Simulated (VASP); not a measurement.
# Sn (P-1) in VASP: further runs

Runs on Sn. Level: PBE. Tasks: single point, relaxation of cell and atoms.

Program: VASP 6.6.1. These are calculated values, not measurements. Logs are shortened: lines on timing, memory, paths and dates and some standing lists are left out, and cuts for length are marked.

### 1 The cell of the first run

The typed cell holds 2 atoms: a = 3.359 Å, b = 3.415 Å, c = 4.948 Å, α = 89.25°, β = 89.94°, γ = 89.13°.

### 2 Single point, PBE

File INCAR:

```
SYSTEM = Sn
  PREC = Accurate
  ENCUT = 520
  EDIFF = 1E-6
  ISMEAR = 0
  SIGMA = 0.1
  LREAL = .FALSE.
  LASPH = .TRUE.
  NELM = 80
  ALGO = Normal
  ISIF = 2
  LWAVE = .FALSE.
  LCHARG = .FALSE.
  GGA = PE
  NBANDS = 21
```

File KPOINTS:

```
Automatic mesh
0
G
  6 6 4
  0 0 0
```

File POSCAR:

```
Sn
1.0
    3.3592598647      0.0000000000      0.0000000000
    0.0521424403      3.4146501877      0.0000000000
    0.0051759852      0.0646586357      4.9472418780
Sn
2
Direct
    0.6953015828      0.2482883029      0.7500133793
    0.3046984172      0.7517116971      0.2499866207
```

Potentials or basis: VASP PAW PBE potentials, release 64 (Sn_d).

The run is started by

```
> cat potpaw_PBE.64/Sn_d/POTCAR > POTCAR
> mpirun -np 1 vasp_std > vasp.out
```

OUTCAR:

```text
SYSTEM = Sn
   PREC = Accurate
   ENCUT = 520
   EDIFF = 1E-6
   ISMEAR = 0
   LREAL = .FALSE.
   LASPH = .TRUE.
   NELM = 80
   ISIF = 2
   GGA = PE

 ion  position               nearest neighbor table
   1  0.695  0.248  0.750-   2 3.26   2 3.27   2 3.29   2 3.30   2 3.60   2 3.63   2 3.64   2 3.67

   2  0.305  0.752  0.250-   1 3.26   1 3.27   1 3.29   1 3.30   1 3.60   1 3.63   1 3.64   1 3.67

  LATTYP: Found a triclinic cell.
 ALAT       =     4.8267485527
 B/A-ratio  =     0.6959674464
 C/A-ratio  =     1.0250517601
 COS(alpha) =     0.0010461466
 COS(beta)  =     0.0099846130
 COS(gamma) =     0.7067702549

  Lattice vectors:

 A1 = (  -3.4114023050,  -3.4146501877,   0.0000000000)
 A2 = (  -3.3592598647,   0.0000000000,   0.0000000000)
 A3 = (  -0.0051759852,  -0.0646586357,  -4.9472418780)

Analysis of symmetry for initial positions (statically):
=====================================================================
 Subroutine PRICEL returns:
 Original cell was already a primitive cell.

 Routine SETGRP: Setting up the symmetry group for a
 triclinic supercell.

 Subroutine GETGRP returns: Found  2 space group operations
 (whereof  2 operations were pure point group operations)
 out of a pool of  2 trial point group operations.

The static configuration has the point symmetry S_2 .

Analysis of symmetry for dynamics (positions and initial velocities):
=====================================================================
 Subroutine PRICEL returns:
 Original cell was already a primitive cell.

 Routine SETGRP: Setting up the symmetry group for a
 triclinic supercell.

 Subroutine GETGRP returns: Found  2 space group operations
 (whereof  2 operations were pure point group operations)
 out of a pool of  2 trial point group operations.

The dynamic configuration has the point symmetry S_2 .

 Subroutine INISYM returns: Found  2 space group operations
 (whereof  2 operations are pure point group operations),
 and found     1 'primitive' translations

----------------------------------------------------------------------------------------

                                     Primitive cell

  volume of cell :      56.7483

  direct lattice vectors                    reciprocal lattice vectors
     3.359259865  0.000000000  0.000000000     0.297684621 -0.004545708 -0.000252038
     0.052142440  3.414650188  0.000000000     0.000000000  0.292855767 -0.003827517
     0.005175985  0.064658636  4.947241878     0.000000000  0.000000000  0.202132830
[... 76 lines left out ...]
   ISTART =      0    job   : 0-new  1-cont  2-samecut
   ICHARG =      2    charge: 1-file 2-atom 10-const
   ISPIN  =      1    spin polarized calculation?
   LNONCOLLINEAR =      F non collinear calculations
   LSORBIT =      F    spin-orbit coupling
   LASPH  =      T    aspherical Exc in radial PAW
   ENCUT  =  520.0 eV  38.22 Ry    6.18 a.u.   6.25  6.35  9.20*2*pi/ulx,y,z
   NELM   =     80;   NELMIN=  2; NELMDL= -5     # of ELM steps
   EDIFF  = 0.1E-05   stopping-criterion for ELM
   LREAL  =      F    real-space projection
   EDIFFG = 0.1E-04   stopping-criterion for IOM
   NSW    =      0    number of steps for IOM
   IBRION =     -1    ionic relax: 0-MD 1-quasi-New 2-CG
   NFREE  =      0    steps in history (QN), initial steepest desc. (CG)
   ISIF   =      2    stress and relaxation
   ISYM   =      2    0-nonsym 1-usesym 2-fastsym
   POTIM  = 0.5000    time-step for ionic-motion
   TEBEG  =    0.0;   TEEND  =   0.0 temperature during run
   PSTRESS=    0.0 pullay stress
   NELECT =      28.0000    total number of electrons
   NUPDOWN=      -1.0000    fix difference up-down
   EMIN   =  10.00;   EMAX   =-10.00  energy-range for DOS
   EFERMI =   0.00;   METHOD = LEGACY
   ISMEAR =     0;   SIGMA  =   0.10  broadening in eV -4-tet -1-fermi 0-gaus
   EFERMI_NEDOS =   21; number of points for ismear=-14 and -15
   IALGO  =     38    algorithm
   IMIX   =      4    mixing-type and parameters
     AMIX     =   0.40;   BMIX     =  1.00
     AMIX_MAG =   1.60;   BMIX_MAG =  1.00
  volume/ion in A,a.u.               =      28.37       191.48
  Fermi-wavevector in a.u.,A,eV,Ry     =   1.293629  2.444605 22.769035  1.673477
  Thomas-Fermi vector in A             =   2.425263
   LORBIT       =      0    0 simple, 1 ext, 2 COOP (PROOUT), +10 PAW based schemes
   GGA     = PE    functional components
   LHFCALC =     F    Hartree Fock is set to
   AEXX    =    0.0000 exact exchange contribution
   IVDW    =     0    specifies the selected vdW correction
   LEPSILON=     F    determine dielectric tensor
   LRPA    =     F    only Hartree local field effects (RPA)
 non-spin polarized calculation
 Gauss-broadening in eV      SIGMA  =   0.10
  energy-cutoff  :      520.00
  volume of cell :       56.75
 maximum number of plane-waves:      1552
 NGX is ok and might be reduce to    28
   NGX = 13   NGY = 13   NGZ = 19

 number of electron      27.9999999 magnetization

 Free energy of the ion-electron system (eV)
  ---------------------------------------------------
  ext. energy  EPLUGINS =         0.00000000
  ---------------------------------------------------
  free energy    TOTEN  =        -7.51407268 eV

  energy without entropy =       -7.50495033  energy(sigma->0) =       -7.50951151

 E-fermi :   7.5965     XC(G=0): -10.1485

 val. band max:        7.5947155531   @ k =   0.3333   0.5000   0.2500
 cond. band min:       7.6107598209   @ k =  -0.3333   0.5000   0.2500
 fundamental gap:      0.0160442678
 Fermi energy:         7.5964666649

 k-point     1 :       0.0000    0.0000    0.0000
  band No.  band energies     occupation
      1     -13.9957      2.00000
      2     -13.9378      2.00000
      3     -13.9372      2.00000
      4     -13.9317      2.00000
      5     -13.8932      2.00000
      6     -13.8613      2.00000
[... 565 lines left out ...]
     20      16.5893      0.00000
     21      18.2254      0.00000

 [... further k-points ...]
[... 5 lines left out ...]
  --------------------------------------------------------------------------------------
  -------------------------------------------------------------------------------------
  Total       -0.3339138     -0.1665582      0.4543510      0.0462741     -0.0765586      0.0120835
  in kB       -9.4274021     -4.7024436     12.8277089      1.3064581     -2.1614829      0.3411538
  external PRESSURE =      -0.4340456 kB  Pullay stress =       0.0000000 kB

 VOLUME and BASIS-vectors are now :
 -----------------------------------------------------------------------------
  energy-cutoff  :      520.00
  volume of cell :       56.75
      direct lattice vectors                 reciprocal lattice vectors
     3.359259865  0.000000000  0.000000000     0.297684621 -0.004545708 -0.000252038
     0.052142440  3.414650188  0.000000000     0.000000000  0.292855767 -0.003827517
     0.005175985  0.064658636  4.947241878     0.000000000  0.000000000  0.202132830

 POSITION                                       TOTAL-FORCE (eV/Angst)
 -----------------------------------------------------------------------------------
      2.35253      0.89631      3.71050        -0.051531     -0.019982      0.002756
      1.06405      2.58300      1.23674         0.051531      0.019982     -0.002756
 -----------------------------------------------------------------------------------
    total drift:                                0.000000      0.000000     -0.000000

  FREE ENERGIE OF THE ION-ELECTRON SYSTEM (eV)
  ---------------------------------------------------
  free  energy   TOTEN  =        -7.5140726778 eV

  energy  without entropy=       -7.5049503332  energy(sigma->0) =       -7.50951151
```

OSZICAR:

```text
N       E                     dE             d eps       ncg     rms          rms(c)
DAV:   1     0.223015840773E+03    0.22302E+03   -0.14872E+04  3252   0.205E+03
DAV:   2     0.156661757470E+02   -0.20735E+03   -0.20306E+03  3242   0.456E+02
DAV:   3    -0.682955366790E+01   -0.22496E+02   -0.22293E+02  3682   0.134E+02
DAV:   4    -0.751068782129E+01   -0.68113E+00   -0.68049E+00  3605   0.260E+01
DAV:   5    -0.753482986802E+01   -0.24142E-01   -0.24141E-01  4430   0.483E+00    0.179E+00
DAV:   6    -0.751921242408E+01    0.15617E-01   -0.26694E-02  4299   0.208E+00    0.990E-01
DAV:   7    -0.751423466842E+01    0.49778E-02   -0.14547E-02  4379   0.154E+00    0.129E-01
DAV:   8    -0.751406208126E+01    0.17259E-03   -0.13692E-03  3962   0.511E-01    0.297E-02
DAV:   9    -0.751407107654E+01   -0.89953E-05   -0.40174E-05  4495   0.533E-02    0.139E-02
DAV:  10    -0.751407249913E+01   -0.14226E-05   -0.45948E-06  3715   0.254E-02    0.123E-03
DAV:  11    -0.751407267778E+01   -0.17865E-06   -0.25844E-07  2256   0.690E-03
   1 F= -.75140727E+01 E0= -.75095115E+01  d E =-.912234E-02
```

stdout:

```text
POSCAR found type information on POSCAR Sn
 POSCAR found :  1 types and       2 ions
 scaLAPACK will be used
 LDA part: xc-table for (Slater+PW92), standard interpolation
 POSCAR, INCAR and KPOINTS ok, starting setup
 FFT: planning ... GRIDC
 FFT: planning ... GRID_SOFT
 FFT: planning ... GRID
 WAVECAR not read
 entering main loop
```

It took 28 s on 1 thread of Intel Xeon 6975P-C (Granite Rapids), shared host; peak memory 0.22 GiB.

What came out:

```yaml
Free_energy: -7.5141 eV
Pressure: 0.0 GPa
Largest_force: 0.055 eV/Å
Band_gap_on_the_k_mesh: zero (band 14 reaches 10.30 eV, above the bottom of band 15 at 5.96 eV)
```

Forces in eV/Å, atoms in the order of the input:
```
Sn  -0.052 -0.020  0.003
Sn   0.052  0.020 -0.003
```

Caveat: spin-orbit coupling is left out, which moves the levels of the heavy elements.

### 3 Relaxation of cell and atoms, PBE

File INCAR:

```
SYSTEM = Sn
ALGO     = Fast           ! electronic algorithm
EDIFF    = 1E-7           ! SCF threshold, eV
EDIFFG   = -0.04          ! ionic threshold
ENCUT    = 600            ! plane-wave cutoff, eV
GGA      = PE             ! functional
IBRION   = 2              ! ionic algorithm
ISIF     = 3              ! what is computed and relaxed
ISMEAR   = 0              ! smearing method
LASPH    = .True.         ! aspherical terms in the spheres
LCHARG   = .False.        ! write CHGCAR
LREAL    = .False.        ! projectors in reciprocal space
LWAVE    = .False.        ! write WAVECAR
NELM     = 80             ! most SCF steps
NSW      = 90             ! ionic steps
PREC     = Accurate       ! precision mode
SIGMA    = 0.1            ! smearing width, eV
```

File KPOINTS:

```
k-points
0
Gamma
  6 6 4
  0 0 0
```

POSCAR is that of step 2.

Potentials or basis: VASP PAW PBE potentials, release 64 (Sn_d).

The run is started by

```
> cat potpaw_PBE.64/Sn_d/POTCAR > POTCAR
> mpirun -np 1 vasp_std > vasp.out
```

It took 48 min on 1 thread of Intel Xeon 6975P-C, shared host; peak memory 0.26 GiB.

It converged, with:

```yaml
Free_energy: -7.6741 eV
Relaxed_volume: 27.93 Å³/atom
Relaxed_cell: a = 3.078 Å, b = 3.186 Å, c = 5.696 Å, α = 89.98°, β = 90.12°, γ = 89.98°
Space_group_after_relaxing_to_0.05_Å: P2_1/m (No. 11)
Energy_gained_by_relaxing: 80.0 meV/atom
Ionic_steps: 56
Pressure_after_relaxing: 0.0 GPa
Largest_force_after_relaxing: 0.037 eV/Å
Band_gap_on_the_k_mesh: zero (band 14 reaches 11.79 eV, above the bottom of band 15 at 5.96 eV)
```

Forces on the atoms (eV/Å):
```
Sn  -0.008  0.033  0.016
Sn   0.008 -0.033 -0.016
```

Stress tensor (GPa, compression positive):
```
-0.08 -0.01  0.07
-0.01 -0.03 -0.02
 0.07 -0.02 -0.03
```

The path:
| step | energy change (eV) | largest force (eV/Å) | pressure (GPa) | volume (Å³) |
| --- | --- | --- | --- | --- |
| 1 | 0.0000 | 0.0552 | 0.03 | 56.75 |
| 3 | -0.0267 | 0.1419 | -0.50 | 56.85 |
| 5 | -0.0281 | 0.1532 | -0.57 | 56.85 |
| 7 | -0.0333 | 0.1561 | 0.23 | 55.92 |
| 9 | -0.0466 | 0.0975 | 0.29 | 55.95 |
| 11 | -0.0520 | 0.1023 | -0.43 | 57.00 |
| 13 | -0.0658 | 0.0801 | 0.38 | 55.99 |
| 15 | -0.0696 | 0.0854 | 1.15 | 55.20 |
| 17 | -0.0728 | 0.0834 | 1.59 | 54.85 |
| 19 | -0.0831 | 0.0740 | 1.37 | 55.12 |
| 21 | -0.0922 | 0.0700 | 0.72 | 55.83 |
| 23 | -0.0991 | 0.0510 | -0.38 | 57.13 |
| 25 | -0.1022 | 0.0377 | -0.31 | 56.63 |
| 27 | -0.1023 | 0.0331 | 0.10 | 56.43 |
| 29 | -0.1070 | 0.0333 | 0.28 | 56.17 |
| 31 | -0.1141 | 0.0413 | 0.44 | 55.76 |
| 33 | -0.1226 | 0.0505 | 0.14 | 55.84 |
| 35 | -0.1229 | 0.0502 | 0.11 | 55.85 |
| 37 | -0.1380 | 0.0575 | -0.14 | 56.05 |
| 39 | -0.1439 | 0.0582 | -0.13 | 56.01 |
| 41 | -0.1522 | 0.0596 | -0.02 | 55.76 |
| 43 | -0.1528 | 0.0580 | 0.00 | 55.72 |
| 45 | -0.1531 | 0.0445 | 0.23 | 55.53 |
| 47 | -0.1541 | 0.0491 | 0.07 | 55.67 |
| 49 | -0.1557 | 0.0414 | -0.21 | 56.09 |
| 51 | -0.1570 | 0.0378 | -0.32 | 56.11 |
| 53 | -0.1590 | 0.0368 | -0.29 | 56.16 |
| 55 | -0.1597 | 0.0407 | -0.04 | 55.86 |
| 56 | -0.1599 | 0.0372 | -0.05 | 55.86 |

Final structure:
```
Sn
1.0
     3.07772   -0.01908   -0.00651
     0.02089    3.18590   -0.01954
     0.00010    0.03739    5.69618
Sn
2
Direct
  0.50758 0.24206 0.74963
  0.49242 0.75794 0.25037
```

Levels at points of the mesh, in eV from the Fermi level:
```tsv
k point	band 12	band 13	band 14	band 15	band 16	band 17
(0.00, 0.00, 0.00)	-7.29	-4.74	3.67	4.84	6.58	6.99
(0.50, 0.00, 0.00)	-4.96	-4.04	-2.38	-1.88	2.78	6.11
(0.00, 0.50, 0.00)	-7.36	-2.65	-2.55	-0.80	-0.54	8.23
(0.50, 0.50, 0.00)	-4.32	-1.84	-1.70	0.09	0.14	1.66
(0.00, 0.00, 0.50)	-9.94	0.30	0.32	4.94	4.96	6.05
(0.50, 0.00, 0.50)	-7.00	-3.84	-3.82	3.06	3.09	6.75
(0.00, 0.50, 0.50)	-6.96	-4.66	-4.66	2.99	3.00	6.61
(0.50, 0.50, 0.50)	-3.68	-2.32	-2.32	-1.64	-1.64	2.92
```

Caveat: spin-orbit coupling is left out, which moves the levels of the heavy elements.
